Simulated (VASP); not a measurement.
# FeGe23 (a cell with a defect) in VASP: further runs, part 3 of 3

VASP 6.6.1. The steps go on from the part before.

## 4. Single point, PBEsol+U, collinear spin, ferromagnetic start

Input file INCAR:

```
PREC = Accurate
ENCUT = 350
EDIFF = 1E-5
ISMEAR = 0
SIGMA = 0.03
LREAL = Auto
LASPH = T
NELM = 120
ALGO = Normal
ISIF = 2
LWAVE = F
LCHARG = F
ISPIN = 2
MAGMOM = 4 0 0 0 0 0 0 0 0 0 0 0 0 0 0 0 0 0 0 0 0 0 0 0
LORBIT = 11
LMAXMIX = 4
LDAU = T
LDAUTYPE = 2
LDAUL = 2 -1
LDAUU = 4 0
LDAUJ = 0 0
LDAUPRINT = 1
GGA = PS
NBANDS = 187
ISYM = 0
KPAR = 2
```

Input file KPOINTS:

```
regular mesh
0
Gamma
  2 2 2
```

Input file POSCAR:

```
FeGe23                                  
1.0
    0.0000000000      8.4863100000      8.4863100000
    5.6575400000      0.0000000000      5.6575400000
    5.6575400000      5.6575400000      0.0000000000
  Fe              Ge            
     1    23
Direct
     0.0006749096371668    0.9985583130437391    0.9987569310150324
     0.0000436866515569    0.0001601418294640    0.5007389849664717
     0.9995335959595906    0.4995831589831696    0.0012663209634163
     0.0004422889639222    0.4988302787066791    0.4984851145480858
     0.3307895818850873    0.0033081762838480    0.0006612186453900
     0.3329989092059434    0.0033864306124324    0.4960220761132703
     0.3326301538573361    0.4987025395965899    0.0010925977486590
     0.3315470440243607    0.5029894060247093    0.5004578535375875
     0.6693430074616202    0.0017451478622986    0.9999779218083186
     0.6644675814475794    0.0043266845286774    0.4983380543443714
     0.6643076045950453    0.5006594393932160    0.0019581771629977
     0.6669134298052476    0.5015461259716050    0.5001964740506331
     0.0818695873369280    0.1242585305653107    0.1254905399648559
     0.0840852205492577    0.1234461073283036    0.6288500161809839
     0.0837548214336224    0.6286971921390113    0.1231866327149172
     0.0815523186206613    0.6251377864738843    0.6262236261643410
     0.4208849069842643    0.1236919764678606    0.1209729252729608
     0.4150822180246120    0.1271713958539016    0.6253724160177208
     0.4149088334724231    0.6281218417789076    0.1244929970657300
     0.4169306158043536    0.6269967912209023    0.6247265997738921
     0.7548920972697186    0.1261319609909688    0.1236605018475015
     0.7502097275922744    0.1256545273174644    0.6248713732377154
     0.7496474195378510    0.6265961129301780    0.1244075381944324
     0.7500364398795842    0.6278229340968877    0.6255141086607110
```

Launch:

```bash
$ cat potpaw_PBE.64/Fe/POTCAR potpaw_PBE.64/Ge_d/POTCAR > POTCAR
$ mpirun -np 4 vasp_std > vasp.out
```

Run time: 13 min. Hardware: 4 MPI ranks of Intel Xeon 6975P-C (Granite Rapids), shared host; peak memory 0.6 GiB.

It converged, with:

```
Free energy                                           : -116.7056 eV
Largest force                                         : 0.260 eV/Å
Net moment                                            : 2.75 μB per cell
Site moments                                          : Fe +2.96; Ge -0.00, +0.00, -0.01, -0.06, -0.05 (each value once) μB
Valence electrons inside the program's atomic spheres : Fe 7.05; Ge 12.39, 12.41, 12.40, 12.42 (each value once)
```

Forces in eV/Å, atoms in the order of the input:
```
Fe   0.157  0.066  0.072
Ge   0.004  0.012 -0.132
Ge   0.000 -0.138  0.023
Ge   0.259  0.013  0.013
Ge  -0.019  0.039  0.035
Ge  -0.021  0.085  0.023
Ge  -0.026  0.029  0.082
Ge  -0.098  0.049  0.044
Ge  -0.010  0.076  0.074
Ge  -0.050  0.076  0.037
Ge  -0.046  0.035  0.065
Ge  -0.086  0.060  0.062
Ge  -0.148 -0.035 -0.023
Ge  -0.137  0.031  0.011
Ge  -0.132  0.013  0.037
Ge   0.008  0.018  0.033
Ge   0.032 -0.110 -0.119
Ge   0.094 -0.041 -0.044
Ge   0.096 -0.038 -0.045
Ge   0.040 -0.068 -0.068
Ge  -0.141  0.026  0.021
Ge   0.077 -0.064 -0.070
Ge   0.072 -0.063 -0.057
Ge   0.076 -0.072 -0.075
```

Levels at points of the mesh, in eV from the Fermi level:
Spin up:
| k point | band 163 | band 164 | band 165 | band 166 | band 167 | band 168 | band 169 | band 170 |
| --- | --- | --- | --- | --- | --- | --- | --- | --- |
| (0.00, 0.00, 0.00) | -0.63 | -0.17 | -0.13 | 0.40 | 0.57 | 0.71 | 0.74 | 0.76 |
| (0.50, 0.00, 0.00) | -0.68 | -0.56 | -0.10 | -0.09 | 0.54 | 0.67 | 0.81 | 0.85 |
| (0.00, 0.50, 0.00) | -1.06 | -0.87 | -0.54 | -0.49 | 0.25 | 0.47 | 0.97 | 1.26 |
| (0.00, 0.00, 0.50) | -1.06 | -0.87 | -0.54 | -0.49 | 0.25 | 0.47 | 0.98 | 1.26 |
| (0.50, 0.00, 0.50) | -1.26 | -1.22 | -1.04 | -0.68 | -0.38 | 0.33 | 1.69 | 1.71 |
| (0.50, 0.50, 0.00) | -1.26 | -1.22 | -1.04 | -0.68 | -0.38 | 0.33 | 1.68 | 1.71 |
| (0.00, 0.50, 0.50) | -1.14 | -1.12 | -1.01 | -0.45 | -0.14 | 0.47 | 1.35 | 1.44 |
| (0.50, 0.50, 0.50) | -1.12 | -0.99 | -0.79 | -0.75 | -0.15 | 0.24 | 1.66 | 1.79 |
Spin down:
| k point | band 160 | band 161 | band 162 | band 163 | band 164 | band 165 | band 166 | band 167 | band 168 | band 169 |
| --- | --- | --- | --- | --- | --- | --- | --- | --- | --- | --- |
| (0.00, 0.00, 0.00) | -0.74 | -0.09 | -0.07 | 0.07 | 0.40 | 0.60 | 0.70 | 0.73 | 0.77 | 1.03 |
| (0.50, 0.00, 0.00) | -0.66 | -0.63 | -0.10 | -0.09 | 0.47 | 0.66 | 0.69 | 0.86 | 0.96 | 1.18 |
| (0.00, 0.50, 0.00) | -1.00 | -0.67 | -0.49 | -0.41 | -0.23 | 0.81 | 0.97 | 1.19 | 1.35 | 1.51 |
| (0.00, 0.00, 0.50) | -1.00 | -0.67 | -0.49 | -0.40 | -0.23 | 0.81 | 0.97 | 1.19 | 1.34 | 1.51 |
| (0.50, 0.00, 0.50) | -1.13 | -0.97 | -0.89 | -0.73 | -0.43 | 0.73 | 1.23 | 1.59 | 1.70 | 1.72 |
| (0.50, 0.50, 0.00) | -1.13 | -0.98 | -0.89 | -0.73 | -0.44 | 0.73 | 1.23 | 1.58 | 1.70 | 1.72 |
| (0.00, 0.50, 0.50) | -1.19 | -1.00 | -0.76 | -0.48 | -0.20 | 0.86 | 1.15 | 1.31 | 1.46 | 1.59 |
| (0.50, 0.50, 0.50) | -1.00 | -0.81 | -0.74 | -0.70 | -0.47 | 0.67 | 1.21 | 1.67 | 1.70 | 1.89 |

Eigenvalues of the final occupation matrices:
```
    site  spin  trace               eigenvalues
site 1 d     1   4.58  0.89 0.89 0.92 0.93 0.93
site 1 d     2   1.66  0.02 0.02 0.16 0.73 0.74
```

Caveat: the k points lie up to 0.48 Å⁻¹ apart; the PAW data sets were made with another functional, which shifts forces and pressure a little; the U is typed as a test and isn't derived for this compound. The state reached can hang on the start; a lower one may exist.

## 5. Summary

```csv
task,spin,fixed moment (μB),cell,moment (μB),largest force (eV/Å)
relaxation of the atoms,"collinear, zero start",0,"atoms relaxed, atomic positions A",0.00,0.03
relaxation of the atoms,"collinear, ferromagnetic start",4,"atoms relaxed, atomic positions A",4.00,0.02
single point,"collinear, ferromagnetic start",-,"as given, atomic positions B",2.75,0.26
```

Alike in all rows: level PBEsol+U; potentials or basis VASP PAW PBE potentials, release 64 (Fe, Ge_d); Fe d U = 4 eV; k mesh 2 × 2 × 2; cutoff (eV) 350; smearing gaussian 0.03 eV.

Caveats: all runs use coarse meshes; the PAW data sets were made with another functional, which shifts forces and pressure a little; the U is typed as a test and isn't derived for this compound; the total moment is fixed, so each spin has its own Fermi level (at least some runs).

Total energies depend on the potentials used, so only differences within one code and one set of settings carry meaning.
